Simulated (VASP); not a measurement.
Wanted: the native input for a VASP 6.6.1 run.

- Task: single point
- Functional: PBEsol
- Potentials or basis: VASP PAW PBE potentials, release 64 (Ti_sv, O)
- Cutoff: 520 eV
- k mesh: 9 × 9 × 2
- Occupations: fermi-dirac, width 0.03 eV
- Spin: no spin polarisation
- Dipole correction: no
- Further INCAR settings: ALGO = Normal; EDIFF = 1e-07; NBANDS = 33

The structure of TiO2 lies in POSCAR:

```
TiO2
1.0
    2.9591012600      0.0000000000      0.0000000000
   -1.4795506300      2.5626568635      0.0000000000
    0.0000000000      0.0000000000      9.8966426840
Ti O
2 4
Direct
    0.3333333333      0.6666666667      0.6249592264
    0.6666666667      0.3333333333      0.1249592264
    0.6666666667      0.3333333333      0.7219917369
    0.3333333333      0.6666666667      0.2219917369
    0.0000000000      0.0000000000      0.0280510367
    0.0000000000      0.0000000000      0.5280510367
```

The input as run:

INCAR

```
ALGO = Normal
EDIFF = 1E-7
ENCUT = 520
GGA = PS
ISIF = 2
ISMEAR = -1
LASPH = True
LCHARG = False
LREAL = False
LWAVE = False
NBANDS = 33
NELM = 80
PREC = Accurate
SIGMA = 0.03
```

KPOINTS

```
k-points
0
Gamma
  9 9 2
```

Potentials or basis: VASP PAW PBE potentials, release 64 (Ti_sv, O).

The run is started by

```sh
$ cat potpaw_PBE.64/Ti_sv/POTCAR potpaw_PBE.64/O/POTCAR > POTCAR
$ mpirun -np 1 vasp_std > vasp.out
```

Results of the run:

| Item | Value |
| --- | --- |
| Pressure | 0.7 GPa |
| Largest force | 0.060 eV/Å |
| Band gap on the k mesh | 2.63 eV (least direct gap 2.91 eV) |

Caveat: the PAW data sets were made with another functional, which shifts forces and pressure a little.

Run time: 43 s on 1 thread of Intel(R) Xeon(R) Platinum 8488C (Sapphire Rapids), with other jobs on the host, peak memory 0.22 GiB.
